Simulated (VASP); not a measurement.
Input of a VASP 6.6.1 run:

Contents of INCAR:

```
ALGO     = Normal         # electronic algorithm
EDIFF    = 1E-6           # SCF threshold, eV
ENCUT    = 520            # plane-wave cutoff, eV
GGA      = PE             # functional
ISIF     = 2              # what is computed and relaxed
ISMEAR   = 0              # smearing method
LASPH    = True           # aspherical terms in the spheres
LCHARG   = True           # write CHGCAR
LELF     = True           # ELF
LREAL    = False          # projectors in reciprocal space
LVHAR    = True         
LWAVE    = False          # write WAVECAR
NBANDS   = 12             # bands
NELM     = 80             # most SCF steps
PREC     = Accurate       # precision mode
SIGMA    = 0.1            # smearing width, eV
```

KPOINTS

```
k-points
0
Gamma
  15 15 15
```

File POSCAR:

```
Hg
1.0
    1.6592953367      0.9579946093      2.1762064200
   -1.6592953367      0.9579946093      2.1762064200
    0.0000000000     -1.9159892186      2.1762064200
Hg
1
Direct
    0.0000000000      0.0000000000      0.0000000000
```

Potentials or basis: VASP PAW PBE potentials, release 64 (Hg).

Command:

```console
$ cat potpaw_PBE.64/Hg/POTCAR > POTCAR
$ mpirun -np 1 vasp_std > vasp.out
```

Q: Predict the pressure.

A: 15.8 GPa.

Q: What does it give for the band gap on the k mesh?

A: Zero (band 6 reaches 5.34 eV, above the bottom of band 7 at 2.06 eV).

Stress tensor (GPa, compression positive):
```
14.55  0.00  0.00
 0.00 14.55  0.00
 0.00  0.00 18.16
```

Caveat: the cell differs from its parent crystal (strained); spin-orbit coupling is left out, which moves the levels of the heavy elements.
